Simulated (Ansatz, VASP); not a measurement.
**One calculation of SrVO3, two programs**

Contents of INCAR:

```
SYSTEM = SrVO3
PREC = Accurate
ENCUT = 520
EDIFF = 1E-6
ISMEAR = 0
SIGMA = 0.05
LREAL = .False.
LASPH = .True.
NELM = 150
ALGO = Normal
ISIF = 2
LWAVE = .False.
LCHARG = .False.
ISPIN = 2
MAGMOM = 0 1 0 0 0
LORBIT = 11
LMAXMIX = 4
LDAU = .True.
LDAUTYPE = 2
LDAUL = -1 2 -1
LDAUU = 0 3.25 0
LDAUJ = 0 0 0
LDAUPRINT = 1
GGA = PE
NBANDS = 32
```

File KPOINTS:

```
Automatic mesh
0
Gamma
  4 4 4
  0 0 0
```

The input POSCAR:

```
SrVO3
1.0
    3.8409000000      0.0000000000      0.0000000000
    0.0000000000      3.8409000000      0.0000000000
    0.0000000000      0.0000000000      3.8409000000
Sr V O
1 1 3
Direct
    0.5000000000      0.5000000000      0.5000000000
    0.0000000000      0.0000000000      0.0000000000
    0.5000000000      0.0000000000      0.0000000000
    0.0000000000      0.5000000000      0.0000000000
    0.0000000000      0.0000000000      0.5000000000
```

Input for Ansatz:

```yaml
crystal:
  lattice:
    - [3.8409, 0.0, 0.0]
    - [0.0, 3.8409, 0.0]
    - [0.0, 0.0, 3.8409]
  atoms:
    - { symbol: Sr, position: [0.5, 0.5, 0.5] }
    - { symbol: V, position: [0.0, 0.0, 0.0], spin: 1.0 }
    - { symbol: O, position: [0.5, 0.0, 0.0] }
    - { symbol: O, position: [0.0, 0.5, 0.0] }
    - { symbol: O, position: [0.0, 0.0, 0.5] }
basis:
  ecutwfc: 420
  ecutrho_ratio: 4
kpoints:
  mp_grid: { grid: [4, 4, 4] }
hamiltonian:
  xc: pbe
  hubbard: { sites: [{ species: V, l: d, u_eff: 3.25 }] }
scf:
  occupations: { method: gaussian, width: 0.05 }
output:
  forces: true
  stress: true
  eigenvalues: true
  populations: true
  hubbard: { sites: [{ species: V, l: d }] }
magnetization:
  spin_polarized: true
```

Alike in both runs: task single point; functional PBE; k mesh 4 × 4 × 4; occupations gaussian, width 0.05 eV; collinear spin; Hubbard terms V d U = 3.25 eV.

|  | VASP | Ansatz |
| --- | --- | --- |
| version | VASP 6.6.1 | Ansatz 0.2.0 |
| potentials or method | VASP PAW PBE potentials, release 64 (Sr_sv, V_sv, O), cutoff 520 eV | scalar-relativistic, plane waves, PAW |
| valence electrons in the cell | 41 | 41 |

```tsv
	VASP	Ansatz	Ansatz less VASP
gap on the k mesh at the Fermi level (eV)	none	none	-
pressure (GPa)	8.4	7.2	-1.23
net moment per atom (μB)	0.20	0.20	0.000
size of the moment on the site where the two differ most (μB)	1.09	0.85	-0.235
```

Site moments also hang on the region over which each program counts them. The programs project onto different local orbitals, so the same U acts differently, and such runs can settle in different states. A gap of «none» marks a metal or a gap that the smearing closes. Ansatz's warnings: filled band counts differ across k points, reached outside group.

The k mesh is coarse, so the values compare programs but aren't converged.
